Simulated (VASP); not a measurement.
# CdGeAs2 (P-4m2) in VASP: a series of runs

The runs below take CdGeAs2 through single point, with LDA, PBEsol, PBE.

Everything below comes from runs of VASP 6.6.1. Logs are shortened: lines on timing, memory, paths and dates and some standing lists are left out, and cuts for length are marked.

## 1. The cell of the first run

Symmetry: P-4m2, No. 115, tetragonal system. The conventional cell has a = 4.045 Å, b = 4.045 Å, c = 5.960 Å, α = 90.00°, β = 90.00°, γ = 90.00°. Cd (site symmetry -4m2) has 4 As at 2.56 Å within 3.4 Å. Within 3.3 Å of As (site symmetry 2mm) lie 2 Ge at 2.47 Å and 2 Cd at 2.56 Å. Within 3.3 Å of Ge (site symmetry -4m2) lie 4 As at 2.47 Å.

## 2. Single point, LDA

INCAR reads:

```
PREC = Accurate
ENCUT = 500
EDIFF = 1E-6
ISMEAR = -1
SIGMA = 0.02
LREAL = False
LASPH = True
NELM = 120
ALGO = Normal
ISIF = 2
LWAVE = False
LCHARG = False
NBANDS = 26
GGA_COMPAT = False
```

KPOINTS reads:

```
regular mesh
0
Gamma
  6 6 4
```

POSCAR reads:

```
CdGeAs2
1.0
    4.0452271095      0.0000000000      0.0000000000
    0.0000000000      4.0452271095      0.0000000000
    0.0000000000      0.0000000000      5.9599305907
Cd As Ge
1 2 1
Direct
    0.0000000000      0.0000000000      0.0000000000
    0.0000000000      0.5000000000      0.2635860901
    0.5000000000      0.0000000000      0.7364139099
    0.5000000000      0.5000000000      0.5000000000
```

Potentials or basis: VASP PAW LDA potentials, release 64 (Cd, As, Ge_d).

Started as:

```sh
$ cat potpaw_LDA.64/Cd/POTCAR potpaw_LDA.64/As/POTCAR potpaw_LDA.64/Ge_d/POTCAR > POTCAR
$ mpirun -np 1 vasp_std > vasp.out
```

OUTCAR:

```text
PREC = Accurate
   ENCUT = 500
   EDIFF = 1E-6
   ISMEAR = -1
   LREAL = False
   LASPH = True
   NELM = 120
   ISIF = 2

 ion  position               nearest neighbor table
   1  0.000  0.000  0.000-   2 2.56   3 2.56   2 2.56   3 2.56
   2  0.000  0.500  0.264-   4 2.47   4 2.47   1 2.56   1 2.56
   3  0.500  0.000  0.736-   4 2.47   4 2.47   1 2.56   1 2.56
   4  0.500  0.500  0.500-   2 2.47   3 2.47   3 2.47   2 2.47

  LATTYP: Found a simple tetragonal cell.
 ALAT       =     4.0452271095
 C/A-ratio  =     1.4733241001

  Lattice vectors:

 A1 = (   4.0452271095,   0.0000000000,   0.0000000000)
 A2 = (   0.0000000000,   4.0452271095,   0.0000000000)
 A3 = (   0.0000000000,   0.0000000000,   5.9599305907)

Analysis of symmetry for initial positions (statically):
=====================================================================
 Subroutine PRICEL returns:
 Original cell was already a primitive cell.

 Routine SETGRP: Setting up the symmetry group for a
 simple tetragonal supercell.

 Subroutine GETGRP returns: Found  8 space group operations
 (whereof  8 operations were pure point group operations)
 out of a pool of 16 trial point group operations.

The static configuration has the point symmetry D_2d.

Analysis of symmetry for dynamics (positions and initial velocities):
=====================================================================
 Subroutine PRICEL returns:
 Original cell was already a primitive cell.

 Routine SETGRP: Setting up the symmetry group for a
 simple tetragonal supercell.

 Subroutine GETGRP returns: Found  8 space group operations
 (whereof  8 operations were pure point group operations)
 out of a pool of 16 trial point group operations.

The dynamic configuration has the point symmetry D_2d.

 Subroutine INISYM returns: Found  8 space group operations
 (whereof  8 operations are pure point group operations),
 and found     1 'primitive' translations

----------------------------------------------------------------------------------------

                                     Primitive cell

  volume of cell :      97.5275

  direct lattice vectors                    reciprocal lattice vectors
     4.045227109  0.000000000  0.000000000     0.247204909  0.000000000  0.000000000
     0.000000000  4.045227109  0.000000000     0.000000000  0.247204909  0.000000000
     0.000000000  0.000000000  5.959930591     0.000000000  0.000000000  0.167787189

  length of vectors
     4.045227109  4.045227109  5.959930591     0.247204909  0.247204909  0.167787189

  position of ions in fractional coordinates (direct lattice)
     0.000000000  0.000000000  0.000000000
     0.000000000  0.500000000  0.263586090
     0.500000000  0.000000000  0.736413910
     0.500000000  0.500000000  0.500000000

  ion indices of the primitive-cell ions
   primitive index   ion index
                 1           1
                 2           2
                 3           3
                 4           4

----------------------------------------------------------------------------------------

 KPOINTS: regular mesh

Automatic generation of k-mesh.
 Grid dimensions read from file:
 generate k-points for:    6    6    4

 Generating k-lattice:

  Cartesian coordinates                     Fractional coordinates (reciprocal lattice)
     0.041200818  0.000000000  0.000000000     0.166666667  0.000000000  0.000000000
     0.000000000  0.041200818  0.000000000     0.000000000  0.166666667  0.000000000
     0.000000000  0.000000000  0.041946797     0.000000000  0.000000000  0.250000000

  Length of vectors
     0.041200818  0.041200818  0.041946797

  Shift w.r.t. Gamma in fractional coordinates (k-lattice)
     0.000000000  0.000000000  0.000000000

 Subroutine IBZKPT returns following result:
 ===========================================

 Found     30 irreducible k-points:

 Following reciprocal coordinates:
            Coordinates               Weight
  0.000000  0.000000  0.000000      1.000000
  0.166667  0.000000  0.000000      4.000000
  0.333333  0.000000  0.000000      4.000000
  0.500000  0.000000  0.000000      2.000000
  0.166667  0.166667  0.000000      4.000000
  0.333333  0.166667  0.000000      8.000000
[... 16 lines left out ...]
  0.333333  0.000000  0.500000      4.000000
  0.500000  0.000000  0.500000      2.000000
 [... further k-points ...]
   k-points           NKPTS =     30   k-points in BZ     NKDIM =     30   number of bands    NBANDS=     26
   number of dos      NEDOS =    301   number of ions     NIONS =      4
   total plane-waves  NPLWV =  43200
   dimension x,y,z NGX =    30 NGY =   30 NGZ =   48
   dimension x,y,z NGXF=    60 NGYF=   60 NGZF=   96
   ions per type =               1   2   1
   NGX,Y,Z   is equivalent  to a cutoff of  12.33, 12.33, 13.39 a.u.
   NGXF,Y,Z  is equivalent  to a cutoff of  24.66, 24.66, 26.78 a.u.
 SYSTEM =  unknown system
   PREC   = accura    normal or accurate (medium, high low for compatibility)
   ISTART =      0    job   : 0-new  1-cont  2-samecut
   ICHARG =      2    charge: 1-file 2-atom 10-const
   ISPIN  =      1    spin polarized calculation?
   LNONCOLLINEAR =      F non collinear calculations
   LSORBIT =      F    spin-orbit coupling
   LASPH  =      T    aspherical Exc in radial PAW
   ENCUT  =  500.0 eV  36.75 Ry    6.06 a.u.   7.38  7.38 10.87*2*pi/ulx,y,z
   NELM   =    120;   NELMIN=  2; NELMDL= -5     # of ELM steps
   EDIFF  = 0.1E-05   stopping-criterion for ELM
   LREAL  =      F    real-space projection
   EDIFFG = 0.1E-04   stopping-criterion for IOM
   NSW    =      0    number of steps for IOM
   IBRION =     -1    ionic relax: 0-MD 1-quasi-New 2-CG
   NFREE  =      0    steps in history (QN), initial steepest desc. (CG)
   ISIF   =      2    stress and relaxation
   ISYM   =      2    0-nonsym 1-usesym 2-fastsym
   POTIM  = 0.5000    time-step for ionic-motion
   TEBEG  =    0.0;   TEEND  =   0.0 temperature during run
   PSTRESS=    0.0 pullay stress
   NELECT =      36.0000    total number of electrons
   NUPDOWN=      -1.0000    fix difference up-down
   EMIN   =  10.00;   EMAX   =-10.00  energy-range for DOS
   EFERMI =   0.00;   METHOD = LEGACY
   ISMEAR =    -1;   SIGMA  =   0.02  broadening in eV -4-tet -1-fermi 0-gaus
   EFERMI_NEDOS =   21; number of points for ismear=-14 and -15
   IALGO  =     38    algorithm
   IMIX   =      4    mixing-type and parameters
     AMIX     =   0.40;   BMIX     =  1.00
     AMIX_MAG =   1.60;   BMIX_MAG =  1.00
  volume/ion in A,a.u.               =      24.38       164.54
  Fermi-wavevector in a.u.,A,eV,Ry     =   1.174357  2.219212 18.763977  1.379113
  Thomas-Fermi vector in A             =   2.310755
   LORBIT       =      0    0 simple, 1 ext, 2 COOP (PROOUT), +10 PAW based schemes
   GGA     = CA    functional components
   LHFCALC =     F    Hartree Fock is set to
   AEXX    =    0.0000 exact exchange contribution
   IVDW    =     0    specifies the selected vdW correction
   LEPSILON=     F    determine dielectric tensor
   LRPA    =     F    only Hartree local field effects (RPA)
 non-spin polarized calculation
  energy-cutoff  :      500.00
  volume of cell :       97.53
 maximum number of plane-waves:      2502
 NGX is ok and might be reduce to    30
   NGX = 15   NGY = 15   NGZ = 21

 number of electron      35.9999976 magnetization

 Free energy of the ion-electron system (eV)
  ---------------------------------------------------
  ext. energy  EPLUGINS =         0.00000000
  ---------------------------------------------------
  free energy    TOTEN  =       -17.44271205 eV

  energy without entropy =      -17.44094558  energy(sigma->0) =      -17.44182881

 E-fermi :   3.3828     XC(G=0):  -9.8026

 val. band max:        3.1945050540   @ k =   0.3333   0.0000   0.0000
 cond. band min:       3.3972182911   @ k =   0.3333   0.0000   0.2500
 fundamental gap:      0.2027132371
 Fermi energy:         3.3828174128

 k-point     1 :       0.0000    0.0000    0.0000
  band No.  band energies     occupation
      1     -21.9747      2.00000
      2     -21.9747      2.00000
      3     -21.9699      2.00000
      4     -21.9628      2.00000
      5     -21.9372      2.00000
      6      -9.8614      2.00000
[... 18 lines left out ...]
     25      10.4386      0.00000
     26      12.6149      0.00000

 k-point     2 :       0.1667    0.0000    0.0000
  band No.  band energies     occupation
      1     -21.9762      2.00000
      2     -21.9747      2.00000
      3     -21.9680      2.00000
      4     -21.9623      2.00000
      5     -21.9375      2.00000
      6      -9.6848      2.00000
[... 18 lines left out ...]
     25      11.1681      0.00000
     26      11.4099      0.00000

 k-point     3 :       0.3333    0.0000    0.0000
  band No.  band energies     occupation
      1     -21.9782      2.00000
      2     -21.9746      2.00000
      3     -21.9659      2.00000
      4     -21.9605      2.00000
      5     -21.9383      2.00000
      6      -9.2234      2.00000
[... 18 lines left out ...]
     25      10.2816      0.00000
     26      10.6065      0.00000

 k-point     4 :       0.5000    0.0000    0.0000
  band No.  band energies     occupation
      1     -21.9792      2.00000
      2     -21.9745      2.00000
      3     -21.9654      2.00000
      4     -21.9593      2.00000
      5     -21.9386      2.00000
      6      -8.8595      2.00000
[... 18 lines left out ...]
     25       9.1127      0.00000
     26      10.2922      0.00000
[... 496 lines left out ...]
      1     -21.9762      2.00000
      2     -21.9747      2.00000
      3     -21.9680      2.00000
      4     -21.9623      2.00000
      5     -21.9375      2.00000
      6      -9.4702      2.00000
[... 18 lines left out ...]
     25       9.3127      0.00000
     26      10.0978      0.00000

 k-point    23 :       0.3333    0.0000    0.5000
  band No.  band energies     occupation
      1     -21.9783      2.00000
      2     -21.9746      2.00000
      3     -21.9659      2.00000
      4     -21.9605      2.00000
      5     -21.9382      2.00000
      6      -9.0955      2.00000
[... 18 lines left out ...]
     25       9.3800      0.00000
     26      10.3759      0.00000

 k-point    24 :       0.5000    0.0000    0.5000
  band No.  band energies     occupation
      1     -21.9792      2.00000
      2     -21.9745      2.00000
      3     -21.9654      2.00000
      4     -21.9593      2.00000
      5     -21.9386      2.00000
      6      -8.8509      2.00000
[... 18 lines left out ...]
     25      10.3905      0.00000
     26      10.5862      0.00000

 [... further k-points ...]

------------------------ aborting loop because EDIFF is reached ----------------------------------------

  FORCE on cell =-STRESS in cart. coord.  units (eV):
  Direction    XX          YY          ZZ          XY          YZ          ZX
  --------------------------------------------------------------------------------------
  -------------------------------------------------------------------------------------
  Total        0.2143701      0.2143701      0.2332270      0.0000000      0.0000000     -0.0000000
  in kB        3.5216626      3.5216626      3.8314431      0.0000000      0.0000000     -0.0000000
  external PRESSURE =       3.6249228 kB  Pullay stress =       0.0000000 kB

 VOLUME and BASIS-vectors are now :
 -----------------------------------------------------------------------------
  energy-cutoff  :      500.00
  volume of cell :       97.53
      direct lattice vectors                 reciprocal lattice vectors
     4.045227109  0.000000000  0.000000000     0.247204909  0.000000000  0.000000000
     0.000000000  4.045227109  0.000000000     0.000000000  0.247204909  0.000000000
     0.000000000  0.000000000  5.959930591     0.000000000  0.000000000  0.167787189

 POSITION                                       TOTAL-FORCE (eV/Angst)
 -----------------------------------------------------------------------------------
      0.00000      0.00000      0.00000         0.000000     -0.000000      0.000000
      0.00000      2.02261      1.57095        -0.000000     -0.000000      0.022528
      2.02261      0.00000      4.38898         0.000000     -0.000000     -0.022528
      2.02261      2.02261      2.97997         0.000000      0.000000      0.000000
 -----------------------------------------------------------------------------------
    total drift:                                0.000000      0.000000      0.000000

  FREE ENERGIE OF THE ION-ELECTRON SYSTEM (eV)
  ---------------------------------------------------
  free  energy   TOTEN  =       -17.4427120470 eV

  energy  without entropy=      -17.4409455757  energy(sigma->0) =      -17.44182881
```

Run time: 54 s. Hardware: 1 thread of Intel Xeon Platinum 8259CL at 2.50GHz (Skylake/Cascade Lake), shared host; peak memory 0.21 GiB.

Results:

- Free energy: -17.4427 eV
- Pressure: 0.4 GPa
- Largest force: 0.023 eV/Å
- Band gap on the k mesh: zero (bands 18 and 19 overlap by 0.37 eV)

Forces on the atoms (eV/Å):
```
Cd   0.000  0.000  0.000
As   0.000  0.000  0.023
As   0.000  0.000 -0.023
Ge   0.000  0.000  0.000
```

(Continued in part 2 of 2.)
